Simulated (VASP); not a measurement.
A run of VASP 6.6.1 is set up as follows.

INCAR

```
SYSTEM = Sb
PREC = Accurate
ENCUT = 500
EDIFF = 1E-6
ISMEAR = 0
SIGMA = 0.1
LREAL = .FALSE.
LASPH = .TRUE.
NELM = 120
ALGO = Normal
ISIF = 2
LWAVE = .FALSE.
LCHARG = .FALSE.
GGA = PS
NBANDS = 22
GGA_COMPAT = .FALSE.
```

Contents of KPOINTS:

```
regular mesh
0
G
  6 6 6
  0 0 0
```

File POSCAR:

```
Sb
1.0
    2.1506000000      1.2416494900      3.7440000000
   -2.1506000000      1.2416494900      3.7440000000
    0.0000000000     -2.4832989800      3.7440000000
Sb
2
Direct
    0.2336400000      0.2336400000      0.2336400000
    0.7663600000      0.7663600000      0.7663600000
```

Potentials or basis: VASP PAW PBE potentials, release 64 (Sb_d_GW).

The run is started by

```console
$ cat potpaw_PBE.64/Sb_d_GW/POTCAR > POTCAR
$ mpirun -np 1 vasp_std > vasp.out
```

Question: Estimate the pressure.

Answer: 0.4 GPa.

Question: Predict the largest force.

Answer: 0.037 eV/Å.

Question: Predict the band gap on the k mesh.

Answer: Zero (band 15 reaches 5.34 eV, above the bottom of band 16 at 5.05 eV).

Forces in eV/Å, atoms in the order of the input:
```
Sb   0.000  0.000  0.037
Sb   0.000  0.000 -0.037
```

Caveat: the PAW data sets were made with another functional, which shifts forces and pressure a little; spin-orbit coupling is left out, which moves the levels of the heavy elements.
